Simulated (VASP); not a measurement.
TiO2 (Rutile), 6 atoms in the cell. The structure is tetragonal, space group P4_2/mnm (No. 136). Conventional cell: a = 4.640 Å, b = 4.640 Å, c = 3.007 Å, α = 90.00°, β = 90.00°, γ = 90.00°. Within 2.6 Å of Ti (site symmetry mmm) lie 6 O at 1.97 to 2.01 Å. O (site symmetry m2m) has 3 Ti at 1.97 to 2.01 Å and 1 O at 2.55 Å within 2.6 Å. 

```yaml
Program: VASP 6.6.1
Task: relaxation of cell and atoms
Functional: PBE
Potentials_or_basis: VASP PAW PBE potentials, release 64 (Ti_sv, O)
Cutoff: 600 eV
k_mesh: 6 × 6 × 10
Occupations: gaussian, width 0.02 eV
Spin: no spin polarisation
Hubbard_terms: Ti d U = 4.0 eV
Dipole_correction: no
Further_INCAR_settings: ALGO = Normal; EDIFF = 1e-06; IBRION = 2; EDIFFG = -0.005; NSW = 100; ISIF = 3
```

Potentials or basis: VASP PAW PBE potentials, release 64 (Ti_sv, O).

Command:

```sh
$ cat potpaw_PBE.64/Ti_sv/POTCAR potpaw_PBE.64/O/POTCAR > POTCAR
$ mpirun -np 1 vasp_std > vasp.out
```

Hardware: 1 thread of Intel(R) Xeon(R) 6975P-C (Granite Rapids), with other jobs on the host.

How long does it take, and how much memory?

It took 4 min on 1 thread of Intel(R) Xeon(R) 6975P-C (Granite Rapids), on a shared host, peak memory 0.26 GiB. Counts: scf iterations 60, k points 60, ion steps 9.
